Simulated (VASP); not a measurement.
# W (Fm-3m) in VASP: notebook

Runs on W. Level: r2SCAN. Tasks: single point.

Everything below comes from runs of VASP 6.6.1. Logs are shortened: lines on timing, memory, paths and dates and some standing lists are left out, and cuts for length are marked.

### Step 1. The cell of the first run

Symmetry: Fm-3m, No. 225, cubic system. Conventional cell: a = 3.977 Å, b = 3.977 Å, c = 3.977 Å, α = 90.00°, β = 90.00°, γ = 90.00°. W (site symmetry m-3m) has 12 W at 2.81 Å within 3.7 Å.

### Step 2. Single point, r2SCAN (volume scaled by 0.97)

Contents of POSCAR:

```
W
1.0
    0.0000000000      1.9882862877      1.9882862877
    1.9882862877      0.0000000000      1.9882862877
    1.9882862877      1.9882862877      0.0000000000
W
1
Direct
    0.0000000000      0.0000000000      0.0000000000
```

Contents of INCAR.step1:

```
SYSTEM = W
ALGO = Normal
EDIFF = 1E-4
ENCUT = 520
GGA = PE
ISMEAR = 0
LASPH = .True.
LCHARG = .False.
LREAL = .False.
LWAVE = .True.
NBANDS = 13
NELM = 80
PREC = Accurate
SIGMA = 0.1
```

Contents of INCAR.step2:

```
SYSTEM = W
ALGO = Normal
EDIFF = 1E-6
ENCUT = 520
ISIF = 2
ISMEAR = 0
ISTART = 1
LASPH = .True.
LCHARG = .False.
LMIXTAU = .True.
LREAL = .False.
LWAVE = .False.
METAGGA = R2SCAN
NBANDS = 13
NELM = 80
PREC = Accurate
SIGMA = 0.1
```

Contents of KPOINTS:

```
k-points
0
Gamma
  18 18 18
  0 0 0
```

Potentials or basis: VASP PAW PBE potentials, release 64 (W_sv).

Started as:

```sh
cat potpaw_PBE.64/W_sv/POTCAR > POTCAR
cp INCAR.step1 INCAR
mpirun -np 1 vasp_std > vasp.out
cp INCAR.step2 INCAR
mpirun -np 1 vasp_std > vasp.out
```

OUTCAR:

```text
SYSTEM = W
   EDIFF = 1E-6
   ENCUT = 520
   ISIF = 2
   ISMEAR = 0
   ISTART = 1
   LASPH = .True.
   LREAL = .False.
   METAGGA = R2SCAN
   NELM = 80
   PREC = Accurate

 ion  position               nearest neighbor table
   1  0.000  0.000  0.000-

  LATTYP: Found a face centered cubic cell.
 ALAT       =     3.9765725754

  Lattice vectors:

 A1 = (   0.0000000000,   1.9882862877,   1.9882862877)
 A2 = (   1.9882862877,   0.0000000000,   1.9882862877)
 A3 = (   1.9882862877,   1.9882862877,   0.0000000000)

Analysis of symmetry for initial positions (statically):
=====================================================================
 Subroutine PRICEL returns:
 Original cell was already a primitive cell.

 Routine SETGRP: Setting up the symmetry group for a
 face centered cubic supercell.

 Subroutine GETGRP returns: Found 48 space group operations
 (whereof 48 operations were pure point group operations)
 out of a pool of 48 trial point group operations.

The static configuration has the point symmetry O_h .

Analysis of symmetry for dynamics (positions and initial velocities):
=====================================================================
 Subroutine PRICEL returns:
 Original cell was already a primitive cell.

 Routine SETGRP: Setting up the symmetry group for a
 face centered cubic supercell.

 Subroutine GETGRP returns: Found 48 space group operations
 (whereof 48 operations were pure point group operations)
 out of a pool of 48 trial point group operations.

The dynamic configuration has the point symmetry O_h .

 Subroutine INISYM returns: Found 48 space group operations
 (whereof 48 operations are pure point group operations),
 and found     1 'primitive' translations

----------------------------------------------------------------------------------------

                                     Primitive cell

  volume of cell :      15.7205

  direct lattice vectors                    reciprocal lattice vectors
     0.000000000  1.988286288  1.988286288    -0.251472840  0.251472840  0.251472840
     1.988286288  0.000000000  1.988286288     0.251472840 -0.251472840  0.251472840
     1.988286288  1.988286288  0.000000000     0.251472840  0.251472840 -0.251472840

  length of vectors
     2.811861434  2.811861434  2.811861434     0.435563736  0.435563736  0.435563736

  position of ions in fractional coordinates (direct lattice)
     0.000000000  0.000000000  0.000000000

  ion indices of the primitive-cell ions
   primitive index   ion index
                 1           1

----------------------------------------------------------------------------------------

 KPOINTS: k-points

Automatic generation of k-mesh.
 Grid dimensions read from file:
 generate k-points for:   18   18   18

 Generating k-lattice:

  Cartesian coordinates                     Fractional coordinates (reciprocal lattice)
    -0.013970713  0.013970713  0.013970713     0.055555556  0.000000000  0.000000000
     0.013970713 -0.013970713  0.013970713     0.000000000  0.055555556  0.000000000
     0.013970713  0.013970713 -0.013970713     0.000000000  0.000000000  0.055555556

  Length of vectors
     0.024197985  0.024197985  0.024197985

  Shift w.r.t. Gamma in fractional coordinates (k-lattice)
     0.000000000  0.000000000  0.000000000

 Subroutine IBZKPT returns following result:
 ===========================================

 Found    195 irreducible k-points:

 Following reciprocal coordinates:
            Coordinates               Weight
  0.000000  0.000000  0.000000      1.000000
  0.055556  0.000000  0.000000      8.000000
  0.111111  0.000000  0.000000      8.000000
  0.166667  0.000000  0.000000      8.000000
  0.222222  0.000000  0.000000      8.000000
  0.277778  0.000000  0.000000      8.000000
[... 16 lines left out ...]
 -0.277778  0.055556  0.000000     24.000000
 -0.222222  0.055556  0.000000     24.000000
 [... further k-points ...]
   k-points           NKPTS =    195   k-points in BZ     NKDIM =    195   number of bands    NBANDS=     13
   number of dos      NEDOS =    301   number of ions     NIONS =      1
   total plane-waves  NPLWV =  13824
   dimension x,y,z NGX =    24 NGY =   24 NGZ =   24
   dimension x,y,z NGXF=    48 NGYF=   48 NGZF=   48
   ions per type =               1
   NGX,Y,Z   is equivalent  to a cutoff of  14.19, 14.19, 14.19 a.u.
   NGXF,Y,Z  is equivalent  to a cutoff of  28.38, 28.38, 28.38 a.u.
 SYSTEM =  W
   PREC   = accura    normal or accurate (medium, high low for compatibility)
   ISTART =      1    job   : 0-new  1-cont  2-samecut
   ICHARG =      0    charge: 1-file 2-atom 10-const
   ISPIN  =      1    spin polarized calculation?
   LNONCOLLINEAR =      F non collinear calculations
   LSORBIT =      F    spin-orbit coupling
   LASPH  =      T    aspherical Exc in radial PAW
   ENCUT  =  520.0 eV  38.22 Ry    6.18 a.u.   5.23  5.23  5.23*2*pi/ulx,y,z
   NELM   =     80;   NELMIN=  2; NELMDL=  0     # of ELM steps
   EDIFF  = 0.1E-05   stopping-criterion for ELM
   LREAL  =      F    real-space projection
[... 7 lines left out ...]
   TEBEG  =    0.0;   TEEND  =   0.0 temperature during run
   PSTRESS=    0.0 pullay stress
   NELECT =      14.0000    total number of electrons
   NUPDOWN=      -1.0000    fix difference up-down
   EMIN   =  10.00;   EMAX   =-10.00  energy-range for DOS
   EFERMI =   0.00;   METHOD = LEGACY
   ISMEAR =     0;   SIGMA  =   0.10  broadening in eV -4-tet -1-fermi 0-gaus
   EFERMI_NEDOS =   21; number of points for ismear=-14 and -15
   IALGO  =     38    algorithm
   IMIX   =      4    mixing-type and parameters
     AMIX     =   0.40;   BMIX     =  1.00
     AMIX_MAG =   1.60;   BMIX_MAG =  1.00
  volume/ion in A,a.u.               =      15.72       106.09
  Fermi-wavevector in a.u.,A,eV,Ry     =   1.575053  2.976419 33.753237  2.480793
  Thomas-Fermi vector in A             =   2.676095
   LORBIT       =      0    0 simple, 1 ext, 2 COOP (PROOUT), +10 PAW based schemes
   METAGGA = R2SCAN    functional components
   LHFCALC =     F    Hartree Fock is set to
   AEXX    =    0.0000 exact exchange contribution
   IVDW    =     0    specifies the selected vdW correction
   LEPSILON=     F    determine dielectric tensor
   LRPA    =     F    only Hartree local field effects (RPA)
 non-spin polarized calculation
 Gauss-broadening in eV      SIGMA  =   0.10
  energy-cutoff  :      520.00
  volume of cell :       15.72
 maximum number of plane-waves:       444
 NGX is ok and might be reduce to    24
   NGX = 11   NGY = 11   NGZ = 11

 number of electron      13.9999999 magnetization

 Free energy of the ion-electron system (eV)
  ---------------------------------------------------
  ext. energy  EPLUGINS =         0.00000000
  ---------------------------------------------------
  free energy    TOTEN  =       -50.78186693 eV

  energy without entropy =      -50.77622728  energy(sigma->0) =      -50.77904711

 E-fermi :  10.9236     XC(G=0): -15.0060

 val. band max:       10.9154406752   @ k =  -0.3889   0.1667   0.0556
 cond. band min:      10.9277320677   @ k =  -0.4444   0.1667   0.0556
 fundamental gap:      0.0122913925
 Fermi energy:        10.9235514476

 k-point     1 :       0.0000    0.0000    0.0000
  band No.  band energies     occupation
      1     -64.5958      2.00000
      2     -27.4675      2.00000
      3     -27.4675      2.00000
      4     -27.4675      2.00000
      5       1.2322      2.00000
      6      10.2922      2.00000
      7      10.2922      2.00000
      8      10.2922      2.00000
      9      13.8819      0.00000
     10      13.8819      0.00000
     11      24.3500      0.00000
     12      30.2478      0.00000
     13      30.2478      0.00000

 k-point     2 :       0.0556    0.0000    0.0000
  band No.  band energies     occupation
      1     -64.5914      2.00000
      2     -27.5134      2.00000
      3     -27.4732      2.00000
      4     -27.4732      2.00000
      5       1.3819      2.00000
      6      10.1701      2.00000
      7      10.3628      2.00000
      8      10.3628      2.00000
      9      13.8141      0.00000
     10      13.8141      0.00000
     11      24.6557      0.00000
     12      29.5514      0.00000
     13      30.5276      0.00000

 k-point     3 :       0.1111    0.0000    0.0000
  band No.  band energies     occupation
      1     -64.5789      2.00000
      2     -27.6445      2.00000
      3     -27.4896      2.00000
      4     -27.4896      2.00000
      5       1.8141      2.00000
      6       9.8561      2.00000
      7      10.5479      2.00000
      8      10.5479      2.00000
      9      13.6592      0.00000
     10      13.6592      0.00000
     11      25.4743      0.00000
     12      28.2708      0.00000
     13      31.3377      0.00000
[... 305 lines left out ...]
 k-point    23 :      -0.2778    0.0556    0.0000
  band No.  band energies     occupation
      1     -64.4998      2.00000
      2     -28.3970      2.00000
      3     -27.6368      2.00000
      4     -27.5738      2.00000
      5       4.3185      2.00000
      6       9.1803      2.00000
      7      10.5718      2.00000
      8      10.7654      1.97470
      9      13.8866      0.00000
     10      15.0807      0.00000
     11      24.2850      0.00000
     12      28.7678      0.00000
     13      34.0138      0.00000

 k-point    24 :      -0.2222    0.0556    0.0000
  band No.  band energies     occupation
      1     -64.5246      2.00000
      2     -28.1633      2.00000
      3     -27.6035      2.00000
      4     -27.5408      2.00000
      5       3.6381      2.00000
      6       9.0537      2.00000
      7      10.7745      1.96502
      8      10.9396      0.81993
      9      13.2878      0.00000
     10      14.4266      0.00000
     11      25.2124      0.00000
     12      28.9170      0.00000
     13      33.6391      0.00000

 [... further k-points ...]
[... 5 lines left out ...]
  --------------------------------------------------------------------------------------
  -------------------------------------------------------------------------------------
  Total        1.0911570      1.0911570      1.0911570      0.0000000     -0.0000000     -0.0000000
  in kB      111.2067360    111.2067360    111.2067360      0.0000000     -0.0000000     -0.0000000
  external PRESSURE =     111.2067360 kB  Pullay stress =       0.0000000 kB

 VOLUME and BASIS-vectors are now :
 -----------------------------------------------------------------------------
  energy-cutoff  :      520.00
  volume of cell :       15.72
      direct lattice vectors                 reciprocal lattice vectors
     0.000000000  1.988286288  1.988286288    -0.251472840  0.251472840  0.251472840
     1.988286288  0.000000000  1.988286288     0.251472840 -0.251472840  0.251472840
     1.988286288  1.988286288  0.000000000     0.251472840  0.251472840 -0.251472840

 POSITION                                       TOTAL-FORCE (eV/Angst)
 -----------------------------------------------------------------------------------
      0.00000      0.00000      0.00000         0.000000      0.000000      0.000000
 -----------------------------------------------------------------------------------
    total drift:                                0.000000      0.000000     -0.000000

  FREE ENERGIE OF THE ION-ELECTRON SYSTEM (eV)
  ---------------------------------------------------
  free  energy   TOTEN  =       -50.7818669349 eV

  energy  without entropy=      -50.7762272759  energy(sigma->0) =      -50.77904711
```

Run time: 76 s. Hardware: 1 thread of Intel Xeon Platinum 8375C at 2.90GHz (Ice Lake), shared host; peak memory 0.17 GiB.

Results:

```yaml
Free_energy: -50.7819 eV
Pressure: 11.1 GPa
Band_gap_on_the_k_mesh: zero (band 7 reaches 14.22 eV, above the bottom of band 8 at 10.29 eV)
```

Caveat: the PAW data sets were made with another functional, which shifts forces and pressure a little; spin-orbit coupling is left out, which moves the levels of the heavy elements.

(Part 1 of 2 ends here.)
